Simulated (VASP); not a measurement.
# NbSi (Pm-3m) in VASP: notebook

NbSi is run at these levels: r2SCAN; tasks: single point, relaxation of cell and atoms.

Program: VASP 6.6.1. These are calculated values, not measurements. Logs are shortened: lines on timing, memory, paths and dates and some standing lists are left out, and cuts for length are marked.

## (1) The cell of the first run

It takes space group Pm-3m (No. 221, cubic). Conventional cell: a = 3.133 Å, b = 3.133 Å, c = 3.133 Å, α = 90.00°, β = 90.00°, γ = 90.00°. Nb (site symmetry m-3m) has 8 Si at 2.71 Å and 6 Nb at 3.13 Å within 3.6 Å. Si (site symmetry m-3m) has 8 Nb at 2.71 Å and 6 Si at 3.13 Å within 3.6 Å.

## (2) Single point, r2SCAN

The input, POSCAR:

```
NbSi
1.0
    3.1329070171      0.0000000000      0.0000000000
    0.0000000000      3.1329070171      0.0000000000
    0.0000000000      0.0000000000      3.1329070171
Nb Si
1 1
Direct
    0.0000000000      0.0000000000      0.0000000000
    0.5000000000      0.5000000000      0.5000000000
```

The input, INCAR.step1:

```
PREC = Accurate
ENCUT = 550
ISMEAR = -1
SIGMA = 0.05
LREAL = False
LASPH = True
NELM = 120
NBANDS = 16
GGA = PE
ALGO = Normal
EDIFF = 1E-5
LWAVE = True
LCHARG = False
GGA_COMPAT = False
```

The input, INCAR.step2:

```
PREC = Accurate
ENCUT = 550
EDIFF = 1E-6
ISMEAR = -1
SIGMA = 0.05
LREAL = False
LASPH = True
NELM = 120
ALGO = Normal
ISIF = 2
LWAVE = False
LCHARG = True
METAGGA = R2SCAN
LMIXTAU = True
LELF = True
LVHAR = True
NBANDS = 16
ISTART = 1
GGA_COMPAT = False
```

The input, KPOINTS:

```
Automatic mesh
0
Gamma
  8 8 8
```

Potentials or basis: VASP PAW PBE potentials, release 64 (Nb_sv, Si).

Command:

```bash
> cat potpaw_PBE.64/Nb_sv/POTCAR potpaw_PBE.64/Si/POTCAR > POTCAR
> cp INCAR.step1 INCAR
> mpirun -np 1 vasp_std > vasp.out
> cp INCAR.step2 INCAR
> mpirun -np 1 vasp_std > vasp.out
```

OUTCAR:

```text
PREC = Accurate
   ENCUT = 550
   EDIFF = 1E-6
   ISMEAR = -1
   LREAL = False
   LASPH = True
   NELM = 120
   ISIF = 2
   METAGGA = R2SCAN
   ISTART = 1

 ion  position               nearest neighbor table
   1  0.000  0.000  0.000-   2 2.71   2 2.71   2 2.71   2 2.71   2 2.71   2 2.71   2 2.71   2 2.71

   2  0.500  0.500  0.500-   1 2.71   1 2.71   1 2.71   1 2.71   1 2.71   1 2.71   1 2.71   1 2.71

  LATTYP: Found a simple cubic cell.
 ALAT       =     3.1329070171

  Lattice vectors:

 A1 = (   3.1329070171,   0.0000000000,   0.0000000000)
 A2 = (   0.0000000000,   3.1329070171,   0.0000000000)
 A3 = (   0.0000000000,   0.0000000000,   3.1329070171)

Analysis of symmetry for initial positions (statically):
=====================================================================
 Subroutine PRICEL returns:
 Original cell was already a primitive cell.

 Routine SETGRP: Setting up the symmetry group for a
 simple cubic supercell.

 Subroutine GETGRP returns: Found 48 space group operations
 (whereof 48 operations were pure point group operations)
 out of a pool of 48 trial point group operations.

The static configuration has the point symmetry O_h .

Analysis of symmetry for dynamics (positions and initial velocities):
=====================================================================
 Subroutine PRICEL returns:
 Original cell was already a primitive cell.

 Routine SETGRP: Setting up the symmetry group for a
 simple cubic supercell.

 Subroutine GETGRP returns: Found 48 space group operations
 (whereof 48 operations were pure point group operations)
 out of a pool of 48 trial point group operations.

The dynamic configuration has the point symmetry O_h .

 Subroutine INISYM returns: Found 48 space group operations
 (whereof 48 operations are pure point group operations),
 and found     1 'primitive' translations

----------------------------------------------------------------------------------------

                                     Primitive cell

  volume of cell :      30.7498

  direct lattice vectors                    reciprocal lattice vectors
     3.132907017  0.000000000  0.000000000     0.319192365  0.000000000  0.000000000
[... 75 lines left out ...]
   NGXF,Y,Z  is equivalent  to a cutoff of  25.47, 25.47, 25.47 a.u.
 SYSTEM =  unknown system
   PREC   = accura    normal or accurate (medium, high low for compatibility)
   ISTART =      1    job   : 0-new  1-cont  2-samecut
   ICHARG =      0    charge: 1-file 2-atom 10-const
   ISPIN  =      1    spin polarized calculation?
   LNONCOLLINEAR =      F non collinear calculations
   LSORBIT =      F    spin-orbit coupling
   LASPH  =      T    aspherical Exc in radial PAW
   ENCUT  =  550.0 eV  40.42 Ry    6.36 a.u.   5.99  5.99  5.99*2*pi/ulx,y,z
   NELM   =    120;   NELMIN=  2; NELMDL=  0     # of ELM steps
   EDIFF  = 0.1E-05   stopping-criterion for ELM
   LREAL  =      F    real-space projection
   EDIFFG = 0.1E-04   stopping-criterion for IOM
   NSW    =      0    number of steps for IOM
   IBRION =     -1    ionic relax: 0-MD 1-quasi-New 2-CG
   NFREE  =      0    steps in history (QN), initial steepest desc. (CG)
   ISIF   =      2    stress and relaxation
   ISYM   =      2    0-nonsym 1-usesym 2-fastsym
   POTIM  = 0.5000    time-step for ionic-motion
   TEBEG  =    0.0;   TEEND  =   0.0 temperature during run
   PSTRESS=    0.0 pullay stress
   NELECT =      17.0000    total number of electrons
   NUPDOWN=      -1.0000    fix difference up-down
   EMIN   =  10.00;   EMAX   =-10.00  energy-range for DOS
   EFERMI =   0.00;   METHOD = LEGACY
   ISMEAR =    -1;   SIGMA  =   0.05  broadening in eV -4-tet -1-fermi 0-gaus
   EFERMI_NEDOS =   21; number of points for ismear=-14 and -15
   IALGO  =     38    algorithm
   IMIX   =      4    mixing-type and parameters
     AMIX     =   0.40;   BMIX     =  1.00
     AMIX_MAG =   1.60;   BMIX_MAG =  1.00
  volume/ion in A,a.u.               =      15.37       103.75
  Fermi-wavevector in a.u.,A,eV,Ry     =   1.343622  2.539077 24.562855  1.805319
  Thomas-Fermi vector in A             =   2.471681
   LORBIT       =      0    0 simple, 1 ext, 2 COOP (PROOUT), +10 PAW based schemes
   METAGGA = R2SCAN    functional components
   LHFCALC =     F    Hartree Fock is set to
   AEXX    =    0.0000 exact exchange contribution
   IVDW    =     0    specifies the selected vdW correction
   LEPSILON=     F    determine dielectric tensor
   LRPA    =     F    only Hartree local field effects (RPA)
 non-spin polarized calculation
  energy-cutoff  :      550.00
  volume of cell :       30.75
 maximum number of plane-waves:       920
 NGX is ok and might be reduce to    24
   NGX = 11   NGY = 11   NGZ = 11

 number of electron      17.0000002 magnetization

 Free energy of the ion-electron system (eV)
  ---------------------------------------------------
  ext. energy  EPLUGINS =         0.00000000
  ---------------------------------------------------
  free energy    TOTEN  =       -33.90339265 eV

  energy without entropy =      -33.88650181  energy(sigma->0) =      -33.89494723

 E-fermi :  11.4758     XC(G=0): -13.1645

 val. band max:       11.4646228909   @ k =   0.2500   0.1250   0.0000
 cond. band min:      11.4945328242   @ k =   0.5000   0.2500   0.1250
 fundamental gap:      0.0299099333
 Fermi energy:        11.4757978318

 k-point     1 :       0.0000    0.0000    0.0000
  band No.  band energies     occupation
      1     -44.9310      2.00000
      2     -20.1199      2.00000
      3     -20.1199      2.00000
      4     -20.1199      2.00000
      5      -0.4157      2.00000
      6       8.5218      2.00000
[... 433 lines left out ...]
      3     -20.4695      2.00000
      4     -20.1008      2.00000
      5       3.1522      2.00000
      6       7.1030      2.00000
[... 8 lines left out ...]
     15      22.6229      0.00000
     16      24.0363      0.00000

 [... further k-points ...]
[... 5 lines left out ...]
  --------------------------------------------------------------------------------------
  -------------------------------------------------------------------------------------
  Total        0.3475998      0.3475998      0.3475998      0.0000000      0.0000000     -0.0000000
  in kB       18.1112130     18.1112130     18.1112130      0.0000000      0.0000000     -0.0000000
  external PRESSURE =      18.1112130 kB  Pullay stress =       0.0000000 kB

 VOLUME and BASIS-vectors are now :
 -----------------------------------------------------------------------------
  energy-cutoff  :      550.00
  volume of cell :       30.75
      direct lattice vectors                 reciprocal lattice vectors
     3.132907017  0.000000000  0.000000000     0.319192365  0.000000000  0.000000000
     0.000000000  3.132907017  0.000000000     0.000000000  0.319192365  0.000000000
     0.000000000  0.000000000  3.132907017     0.000000000  0.000000000  0.319192365

 POSITION                                       TOTAL-FORCE (eV/Angst)
 -----------------------------------------------------------------------------------
      0.00000      0.00000      0.00000         0.000000      0.000000      0.000000
      1.56645      1.56645      1.56645         0.000000      0.000000      0.000000
 -----------------------------------------------------------------------------------
    total drift:                                0.000000      0.000000      0.000000

  FREE ENERGIE OF THE ION-ELECTRON SYSTEM (eV)
  ---------------------------------------------------
  free  energy   TOTEN  =       -33.9033926517 eV

  energy  without entropy=      -33.8865018088  energy(sigma->0) =      -33.89494723
```

OUTCAR.step1:

```text
PREC = Accurate
   ENCUT = 550
   ISMEAR = -1
   LREAL = False
   LASPH = True
[... 678 lines left out ...]
      0.00000      0.00000      0.00000         0.000000      0.000000      0.000000
      1.56645      1.56645      1.56645         0.000000      0.000000      0.000000
 -----------------------------------------------------------------------------------
    total drift:                                0.000000      0.000000      0.000000

  FREE ENERGIE OF THE ION-ELECTRON SYSTEM (eV)
  ---------------------------------------------------
  free  energy   TOTEN  =       -16.0160120515 eV

  energy  without entropy=      -15.9967382427  energy(sigma->0) =      -16.00637515
```

OSZICAR.step1:

```text
N       E                     dE             d eps       ncg     rms          rms(c)
DAV:   1     0.126574188010E+03    0.12657E+03   -0.87444E+03  1120   0.107E+03
DAV:   2    -0.111505840858E+02   -0.13772E+03   -0.13035E+03  1360   0.349E+02
DAV:   3    -0.167054095583E+02   -0.55548E+01   -0.52604E+01  1784   0.575E+01
DAV:   4    -0.169120248853E+02   -0.20662E+00   -0.20623E+00  1408   0.107E+01
DAV:   5    -0.169183018902E+02   -0.62770E-02   -0.62760E-02  1752   0.180E+00    0.841E+00
DAV:   6    -0.160358672233E+02    0.88243E+00   -0.22038E+00  1768   0.140E+01    0.276E+00
DAV:   7    -0.160217706243E+02    0.14097E-01   -0.10465E-01  1336   0.242E+00    0.168E+00
DAV:   8    -0.160157230540E+02    0.60476E-02   -0.29989E-02  1712   0.140E+00    0.337E-01
DAV:   9    -0.160159341783E+02   -0.21112E-03   -0.33387E-03  1608   0.395E-01    0.193E-01
DAV:  10    -0.160160280260E+02   -0.93848E-04   -0.65286E-04  1496   0.261E-01    0.275E-02
DAV:  11    -0.160160119277E+02    0.16098E-04   -0.29449E-05  1424   0.586E-02    0.215E-02
DAV:  12    -0.160160120515E+02   -0.12378E-06   -0.21361E-06   792   0.215E-02
   1 F= -.16016012E+02 E0= -.16006375E+02  d E =-.192738E-01
```

Wall time 29 s (1 thread of Intel Xeon Platinum 8488C (Sapphire Rapids), shared host); peak memory 0.15 GiB.

Results:

| Property | Result |
| --- | --- |
| Free energy | -33.9034 eV |
| Pressure | 1.8 GPa |

Caveat: the PAW data sets were made with another functional, which shifts forces and pressure a little.

## (3) Relaxation of cell and atoms, r2SCAN, target pressure 2 GPa, at which the enthalpy is minimised

This run uses another cell than the first one, of 15.72 Å³/atom, 1.023 times its volume.

The input, POSCAR:

```
NbSi
1.0
    3.1564400000      0.0000000000      0.0000000000
    0.0000000000      3.1564400000      0.0000000000
    0.0000000000      0.0000000000      3.1564400000
Nb Si
1 1
Direct
    0.0000000000      0.0000000000      0.0000000000
    0.5000000000      0.5000000000      0.5000000000
```

The input, INCAR.step1:

```
SYSTEM = NbSi
PREC = Accurate ; ENCUT = 550
ISMEAR = -1 ; SIGMA = 0.05
LREAL = .False. ; LASPH = .True.
NELM = 120 ; GGA = PE
ALGO = Normal ; EDIFF = 1E-5
LWAVE = .True. ; LCHARG = .False.
GGA_COMPAT = .False. ; IBRION = 2
ISIF = 3 ; EDIFFG = -0.005
NELMIN = 4 ; NSW = 100
```

The input, INCAR.step2:

```
SYSTEM = NbSi
PREC = Accurate ; ENCUT = 550
EDIFF = 1E-7 ; ISMEAR = -1
SIGMA = 0.05 ; LREAL = .False.
LASPH = .True. ; NELM = 120
ALGO = Normal ; ISIF = 3
LWAVE = .False. ; LCHARG = .False.
METAGGA = R2SCAN ; LMIXTAU = .True.
IBRION = 2 ; NSW = 60
EDIFFG = -0.01 ; PSTRESS = 20.0
ISTART = 1 ; GGA_COMPAT = .False.
NELMIN = 4
```

The input, KPOINTS:

```
regular mesh
0
Gamma
  8 8 8
  0 0 0
```

Potentials or basis: VASP PAW PBE potentials, release 64 (Nb_sv, Si).

Command:

```bash
> cat potpaw_PBE.64/Nb_sv/POTCAR potpaw_PBE.64/Si/POTCAR > POTCAR
> cp INCAR.step1 INCAR
> mpirun -np 1 vasp_std > vasp.out
> cp INCAR.step2 INCAR
> mpirun -np 1 vasp_std > vasp.out
```

It took 82 s on 1 thread of Intel Xeon Platinum 8488C (Sapphire Rapids), shared host; peak memory 0.16 GiB.

It converged, with:

```yaml
Free_energy: -33.9032 eV
Relaxed_volume: 15.36 Å³/atom
Relaxed_cell: a = 3.132 Å, b = 3.132 Å, c = 3.132 Å, α = 90.00°, β = 90.00°, γ = 90.00°
Space_group_after_relaxing_to_0.05_Å: Pm-3m (No. 221)
Energy_change_on_relaxing_the_enthalpy_is_what_falls: -0.4 meV/atom
Ionic_steps: 3
Pressure_after_relaxing: 2.0 GPa
```

The path:
| step | energy change (eV) | largest force (eV/Å) | pressure (GPa) | volume (Å³) |
| --- | --- | --- | --- | --- |
| 1 | 0.0000 | 0.0000 | -2.20 | 31.45 |
| 2 | 0.0381 | 0.0000 | 9.42 | 29.61 |
| 3 | -0.0007 | 0.0000 | 1.95 | 30.73 |

Final structure:
```xyz
2
Lattice="3.1321 0.0000 0.0000 0.0000 3.1321 0.0000 0.0000 0.0000 3.1321" Properties=species:S:1:pos:R:3 pbc="T T T"
Nb    0.0000    0.0000    0.0000
Si    1.5661    1.5661    1.5661
```

Levels at points of the mesh, in eV from the Fermi level:
```tsv
k point	band 6	band 7	band 8	band 9	band 10	band 11
(0.00, 0.00, 0.00)	-2.96	-2.96	2.51	2.51	2.51	2.65
(0.50, 0.00, 0.00)	-6.85	-1.67	-1.12	-1.12	3.03	4.54
(0.50, 0.50, 0.00)	-3.24	-3.24	-2.38	0.39	0.39	4.49
(0.50, 0.50, 0.50)	-5.57	-5.57	-3.91	4.04	4.04	4.04
```

Caveat: the cell is relaxed towards a set pressure, so the enthalpy falls and the energy may rise; the PAW data sets were made with another functional, which shifts forces and pressure a little.

[end of part 1 of 2]
